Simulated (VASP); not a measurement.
## P: single point with PBE

Crystal: P.

```
CELL_PARAMETERS angstrom
1.71934 0.96334 3.11822
-1.70840 0.95740 3.11408
0.00033 -2.01463 3.14604
ATOMIC_POSITIONS crystal
P 0.22736 0.23531 0.21798
P 0.77264 0.76469 0.78202
```

This cell differs from its parent crystal: atoms moved at random and the cell strained at random.

```yaml
Program: VASP 6.6.1
Task: single point
Functional: PBE
Potentials_or_basis: VASP PAW PBE potentials, release 64 (P)
Cutoff: 520 eV
k_mesh: 14 × 14 × 14
Occupations: gaussian, width 0.1 eV
Spin: no spin polarisation
```

- Pressure: 3.1 GPa
- Largest force: 0.448 eV/Å
- Band gap on the k mesh: zero (band 5 reaches 9.62 eV, above the bottom of band 6 at 8.86 eV)

Forces on the atoms (eV/Å):
```
P    0.171 -0.189  0.368
P   -0.171  0.189 -0.368
```

Stress tensor (GPa, compression positive):
```
 2.84 -0.35  0.71
-0.35  4.46  0.74
 0.71  0.74  1.98
```

Levels at points of the mesh, in eV from the Fermi level:
| k point | band 2 | band 3 | band 4 | band 5 | band 6 | band 7 | band 8 | band 9 |
| --- | --- | --- | --- | --- | --- | --- | --- | --- |
| (0.00, 0.00, 0.00) | -3.58 | -3.28 | -3.00 | -2.87 | 1.29 | 2.35 | 2.85 | 5.54 |
| (0.50, 0.00, 0.00) | -12.01 | -3.96 | -3.58 | -0.66 | -0.22 | 0.11 | 0.58 | 8.72 |
| (0.00, 0.50, 0.00) | -12.21 | -3.91 | -3.71 | -0.48 | -0.16 | -0.10 | 0.49 | 8.83 |
| (0.50, 0.50, 0.00) | -9.96 | -7.18 | -5.53 | -5.46 | -0.14 | 6.15 | 7.80 | 8.48 |
| (0.00, 0.00, 0.50) | -11.85 | -4.00 | -3.18 | -0.98 | -0.31 | 0.43 | 0.63 | 8.37 |
| (0.50, 0.00, 0.50) | -10.44 | -6.59 | -5.55 | -5.43 | 0.09 | 6.16 | 7.45 | 8.41 |
| (0.00, 0.50, 0.50) | -10.16 | -6.78 | -5.50 | -5.45 | -0.03 | 6.18 | 7.65 | 8.28 |
| (0.50, 0.50, 0.50) | -11.01 | -3.09 | -2.65 | -0.35 | 0.07 | 0.24 | 2.40 | 8.70 |

Wall time 2.8 min on 1 thread of Intel(R) Xeon(R) 6975P-C (Granite Rapids), on a shared host, peak memory 0.48 GiB.

Caveat: the cell differs from its parent crystal (atoms moved at random and the cell strained at random).
